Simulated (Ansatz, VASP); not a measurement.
# HRu6Cl8 in VASP and in Ansatz

```
Cl Ru H
1.0
     0.00000    5.14491    5.14491
     5.14491    0.00000    5.14491
     5.14491    5.14491    0.00000
Cl Ru H
8 6 1
Direct
  0.75700 0.24300 0.24300
  0.24300 0.75700 0.24300
  0.24300 0.75700 0.75700
  0.75700 0.24300 0.75700
  0.24300 0.24300 0.75700
  0.75700 0.75700 0.24300
  0.25000 0.25000 0.25000
  0.75000 0.75000 0.75000
  0.50000 0.00000 0.00000
  0.50000 0.00000 0.50000
  0.00000 0.50000 0.50000
  0.00000 0.50000 0.00000
  0.50000 0.50000 0.00000
  0.00000 0.00000 0.50000
  0.00000 0.00000 0.00000
```

Alike in both runs: task single point; functional PBE; k mesh 6 × 6 × 6; no spin polarisation.

|  | VASP | Ansatz |
| --- | --- | --- |
| version | VASP 6.6.1 | Ansatz 0.2.0 |
| potentials or method | VASP PAW PBE potentials, release 64 (Cl, Ru_pv, H), cutoff 520 eV | PAW plane waves |
| occupations | fermi-dirac, width 0.1 eV | fermi-dirac |
| valence electrons in the cell | 141 | 153 |

```csv
,VASP,Ansatz,Ansatz less VASP
pressure (GPa),-7.6,-7.6,-0.03
rms of the force components (eV/Å),0.098,0.098,+0.0001
```

Atom by atom the forces differ by 0.000 eV/Å (rms over components). VASP's potentials hold 141 valence electrons a cell and Ansatz's 153, so a difference there can come from the potentials and not from the codes.
